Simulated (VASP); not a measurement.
Crystal: CaS3.

```xyz
4
Lattice="2.2267 0.0000 0.0000 0.0000 3.7446 0.0000 0.0000 0.0000 4.5404" Properties=species:S:1:pos:R:3 pbc="T T T"
Ca    1.1133    1.8723    2.2702
S     0.0000    0.0000    1.1617
S     0.0000    0.0000    3.3787
S     0.0000    1.8723    0.0000
```

```yaml
Program: VASP 6.6.1
Task: relaxation of cell and atoms
Functional: PBE
Potentials_or_basis: VASP PAW PBE potentials, release 64 (Ca_sv, S)
Cutoff: 600 eV
k_mesh: 8 × 4 × 4
Occupations: gaussian, width 0.1 eV
Spin: no spin polarisation
```

At the start: pressure 163.5 GPa; volume 9.46 Å³/atom.

Task: Where does the relaxation end?

Result: Over 27 steps the energy falls by 3492.7 meV/atom and the volume is 22.03 Å³/atom (+132.8 %); space group Pmmm (No. 47, to 0.05 Å).

Step by step:
| step | energy change (eV) | largest force (eV/Å) | pressure (GPa) | volume (Å³) |
| --- | --- | --- | --- | --- |
| 1 | 0.0000 | 0.1069 | 163.54 | 37.86 |
| 2 | -9.7014 | 0.8247 | -10.54 | 119.12 |
| 3 | -11.7335 | 0.8146 | 0.78 | 75.86 |
| 4 | -11.7347 | 0.8276 | -0.78 | 77.83 |
| 5 | -12.0636 | 1.1089 | -0.61 | 78.12 |
| 6 | -13.3635 | 1.3503 | 2.58 | 77.89 |
| 7 | 8.8543 | 117.3720 | 125.82 | 71.99 |
| 8 | -13.2275 | 1.0342 | 1.49 | 77.83 |
| 9 | -13.4936 | 1.6880 | 3.72 | 77.43 |
| 10 | -12.4270 | 9.8144 | 23.04 | 75.38 |
| 11 | -13.5953 | 1.5022 | 5.25 | 77.15 |
| 12 | -13.5323 | 1.7252 | 11.45 | 76.37 |
| 13 | -13.6480 | 0.4147 | 7.57 | 76.82 |
| 14 | -13.6426 | 0.0438 | 8.29 | 76.73 |
| 15 | -13.7055 | 1.5823 | 8.30 | 79.30 |
| 16 | -13.7060 | 1.4738 | 8.27 | 79.15 |
| 17 | -13.8732 | 0.6527 | 4.28 | 83.01 |
| 18 | -13.9179 | 0.8513 | -2.73 | 92.93 |
| 19 | -13.9550 | 0.3536 | -0.45 | 89.05 |
| 20 | -13.9553 | 0.3077 | -0.24 | 88.73 |
| 21 | -13.9591 | 0.1532 | -0.23 | 88.95 |
| 22 | -13.9621 | 0.1626 | -0.20 | 89.37 |
| 23 | -13.9647 | 0.0991 | -0.35 | 89.38 |
| 24 | -13.9677 | 0.0650 | -0.72 | 89.38 |
| 25 | -13.9699 | 0.0479 | -0.35 | 88.76 |
| 26 | -13.9703 | 0.1111 | -0.14 | 88.41 |
| 27 | -13.9708 | 0.0107 | -0.11 | 88.13 |

Final structure:
```
Ca S
1.0
     3.65029    0.00000    0.00000
     0.00000    5.22021    0.00000
     0.00000    0.00000    4.62497
Ca S
1 3
Direct
  0.50000 0.50000 0.50000
  0.00000 0.00000 0.28661
  0.00000 0.00000 0.71339
  0.00000 0.50000 0.00000
```

Caveat: the k points lie up to 0.34 Å⁻¹ apart in the final cell; the volume moved by over 15 % at a fixed basis, so the end points are rough.
